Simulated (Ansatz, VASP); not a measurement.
**CO2 in VASP and in Ansatz**

Contents of INCAR:

```
SYSTEM = CO2
PREC = Accurate
ENCUT = 520
EDIFF = 1E-6
ISMEAR = 0
SIGMA = 0.1
LREAL = .FALSE.
LASPH = .TRUE.
NELM = 100
ALGO = Normal
ISIF = 2
LWAVE = .FALSE.
LCHARG = .FALSE.
GGA = PE
NBANDS = 25
```

Contents of KPOINTS:

```
Automatic mesh
0
G
  8 8 4
  0 0 0
```

File POSCAR:

```
CO2
1.0
    3.1949193486      0.0000000000      0.0000000000
    0.0000000000      3.1949193486      0.0000000000
    0.0000000000      0.0000000000      6.9290945946
C O
2 4
Direct
    0.0000000000      0.5000000000      0.8761690106
    0.5000000000      0.0000000000      0.1238309894
    0.0000000000      0.0000000000      0.0000000000
    0.5000000000      0.5000000000      0.0000000000
    0.0000000000      0.5000000000      0.7083348602
    0.5000000000      0.0000000000      0.2916651398
```

Input for Ansatz:

```yaml
crystal:
  lattice:
    - [3.1949193486, 0.0, 0.0]
    - [0.0, 3.1949193486, 0.0]
    - [0.0, 0.0, 6.9290945946]
  atoms:
    - { symbol: C, position: [0.0, 0.5, 0.8761690106] }
    - { symbol: C, position: [0.5, 0.0, 0.1238309894] }
    - { symbol: O, position: [0.0, 0.0, 0.0] }
    - { symbol: O, position: [0.5, 0.5, 0.0] }
    - { symbol: O, position: [0.0, 0.5, 0.7083348602] }
    - { symbol: O, position: [0.5, 0.0, 0.2916651398] }
basis:
  ecutwfc: 420
kpoints:
  mp_grid: { grid: [8, 8, 4] }
hamiltonian:
  xc: pbe
scf:
  occupations: { method: gaussian, width: 0.1 }
output:
  forces: true
  stress: true
  eigenvalues: true
```

Alike in both runs: task single point; functional PBE; k mesh 8 × 8 × 4; occupations gaussian, width 0.1 eV; no spin polarisation.

```csv
,VASP,Ansatz
version,VASP 6.6.1,Ansatz 0.2.0
potentials or method,"VASP PAW PBE potentials, release 64 (C, O), cutoff 520 eV","scalar-relativistic, plane waves, PAW"
valence electrons in the cell,32,32
```

Ansatz gave:

```
gap on the k mesh at the Fermi level (eV)                     : none
pressure (GPa)                                                : -0.1
traceless stress, the component that is largest in VASP (GPa) : 0.03
rms of the force components (eV/Å)                            : 0.003
```

Question: Which values does VASP return?

Answer: gap on the k mesh at the Fermi level (eV): none; pressure (GPa): 1.2; traceless stress, the component that is largest in VASP (GPa): 2.72; rms of the force components (eV/Å): 0.375.

Atom by atom the forces differ by 0.373 eV/Å (rms over components). A gap of «none» marks a metal or a gap that the smearing closes.

Noted on VASP's run: the standard files for N, O and F lose accuracy on very short bonds.
